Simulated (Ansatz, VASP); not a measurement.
This is a calculation of CdTe for Ansatz 0.2.0.

File input.yaml:

```yaml
crystal:
  lattice:
    - [0.0, 3.1834892848, 3.1834892848]
    - [3.1834892848, 0.0, 3.1834892848]
    - [3.1834892848, 3.1834892848, 0.0]
  atoms:
    - { symbol: Te, position: [0.75, 0.75, 0.75] }
    - { symbol: Cd, position: [0.0, 0.0, 0.0] }
hamiltonian:
  xc: r2scan0
  pseudopotentials: { kind: paw }
kpoints:
  mp_grid: { grid: [4, 4, 4] }
scf:
  occupations: { method: fermi_dirac, width: 0.05 }
output:
  forces: true
  stress: true
  eigenvalues: true
```

Potentials or basis: Ansatz PAW.

Launch:

```sh
$ ansatz run input.yaml --threads 2 --pin off --max-ram 5632MiB --backend cpu --events-out ev --progress --plain --runs-dir out
```

**Question.** Translate it to VASP 6.6.1. Potentials there: VASP PAW PBE potentials, release 64 (Te, Cd).

**Answer.** As run (the cutoff follows the program's own potentials):

The input POSCAR:

```
CdTe
1.0
    0.0000000000      3.1834892848      3.1834892848
    3.1834892848      0.0000000000      3.1834892848
    3.1834892848      3.1834892848      0.0000000000
Te Cd
1 1
Direct
    0.7500000000      0.7500000000      0.7500000000
    0.0000000000      0.0000000000      0.0000000000
```

The input INCAR.step1:

```
SYSTEM = CdTe
PREC = Accurate
ENCUT = 520
EDIFF = 1E-5
ISMEAR = -1
SIGMA = 0.05
LREAL = .FALSE.
LASPH = .TRUE.
NELM = 80
ALGO = Normal
ISIF = 2
LWAVE = .TRUE.
LCHARG = .FALSE.
GGA = PE
NBANDS = 16
```

Contents of INCAR.step2:

```
SYSTEM = CdTe
PREC = Accurate
ENCUT = 520
EDIFF = 1E-7
ISMEAR = -1
SIGMA = 0.05
LREAL = .FALSE.
LASPH = .TRUE.
NELM = 80
ALGO = Normal
ISIF = 2
LWAVE = .FALSE.
LCHARG = .FALSE.
METAGGA = R2SCAN
LHFCALC = .TRUE.
AEXX = 0.25
LMIXTAU = .TRUE.
PRECFOCK = Normal
ISTART = 1
NBANDS = 16
```

KPOINTS

```
Automatic mesh
0
G
  4 4 4
  0 0 0
```

Potentials or basis: VASP PAW PBE potentials, release 64 (Te, Cd).

Launch:

```sh
$ cat potpaw_PBE.64/Te/POTCAR potpaw_PBE.64/Cd/POTCAR > POTCAR
$ cp INCAR.step1 INCAR
$ mpirun -np 1 vasp_std > vasp.out
$ cp INCAR.step2 INCAR
$ mpirun -np 1 vasp_std > vasp.out
```

Both were run:

|  | VASP | Ansatz | Ansatz less VASP |
| --- | --- | --- | --- |
| gap on the k mesh at the Fermi level (eV) | 2.74 | 2.79 | +0.041 |
| least direct gap on the mesh (eV) | 2.74 | 2.79 | +0.041 |
| pressure (GPa) | 4.0 | 4.1 | +0.10 |

VASP's potentials were made for PBE, not for r2SCAN0. VASP's potentials hold 18 valence electrons a cell and Ansatz's 36, so a difference there can come from the potentials and not from the codes.

The k mesh is coarse, so the values compare programs but aren't converged. Neither program's run includes spin-orbit coupling.
